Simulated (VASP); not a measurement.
Write the native input for VASP 6.6.1 that does the following.

```
Task                   : single point
Functional             : r2SCAN
Potentials or basis    : VASP PAW PBE potentials, release 64 (Sr_sv, O)
Cutoff                 : 520 eV
k mesh                 : 9 × 9 × 6
Occupations            : gaussian, width 0.05 eV
Spin                   : no spin polarisation
Dipole correction      : no
Further INCAR settings : ALGO = Normal; EDIFF = 1e-07; NBANDS = 24
```

Crystal: SrO.

```
CELL_PARAMETERS angstrom
3.55329 0.00000 0.00000
-1.77664 3.07724 0.00000
0.00000 0.00000 6.21730
ATOMIC_POSITIONS crystal
Sr 0.33333 0.66667 0.25000
Sr 0.66667 0.33333 0.75000
O 0.00000 0.00000 0.00000
O 0.00000 0.00000 0.50000
```

One way to write it, as run:

POSCAR

```
SrO
1.0
    3.5532880902      0.0000000000      0.0000000000
   -1.7766440451      3.0772377531      0.0000000000
    0.0000000000      0.0000000000      6.2173039800
Sr O
2 2
Direct
    0.3333333300      0.6666666700      0.2500000000
    0.6666666700      0.3333333300      0.7500000000
    0.0000000000      0.0000000000      0.0000000000
    0.0000000000      0.0000000000      0.5000000000
```

INCAR.step1

```
SYSTEM = SrO
  PREC = Accurate
  ENCUT = 520
  ISMEAR = 0
  SIGMA = 0.05
  LREAL = .FALSE.
  LASPH = .TRUE.
  NELM = 100
  NBANDS = 24
  GGA = PE
  ALGO = Normal
  EDIFF = 1E-4
  LWAVE = .TRUE.
  LCHARG = .FALSE.
```

INCAR.step2

```
SYSTEM = SrO
  PREC = Accurate
  ENCUT = 520
  EDIFF = 1E-7
  ISMEAR = 0
  SIGMA = 0.05
  LREAL = .FALSE.
  LASPH = .TRUE.
  NELM = 100
  ALGO = Normal
  ISIF = 2
  LWAVE = .FALSE.
  LCHARG = .TRUE.
  METAGGA = R2SCAN
  LMIXTAU = .TRUE.
  LELF = .TRUE.
  LVHAR = .TRUE.
  NBANDS = 24
  ISTART = 1
```

KPOINTS

```
Automatic mesh
0
G
  9 9 6
  0 0 0
```

Potentials or basis: VASP PAW PBE potentials, release 64 (Sr_sv, O).

The run is started by

```bash
$ cat potpaw_PBE.64/Sr_sv/POTCAR potpaw_PBE.64/O/POTCAR > POTCAR
$ cp INCAR.step1 INCAR
$ mpirun -np 1 vasp_std > vasp.out
$ cp INCAR.step2 INCAR
$ mpirun -np 1 vasp_std > vasp.out
```

Results of the run:

| Quantity | Value |
| --- | --- |
| Pressure | 0.1 GPa |
| Band gap on the k mesh | 3.52 eV, indirect (least direct gap 3.67 eV) |

Caveat: the PAW data sets were made with another functional, which shifts forces and pressure a little.

It took 5 min on 1 thread of Intel(R) Xeon(R) 6975P-C (Granite Rapids), with other jobs on the host, peak memory 0.24 GiB.
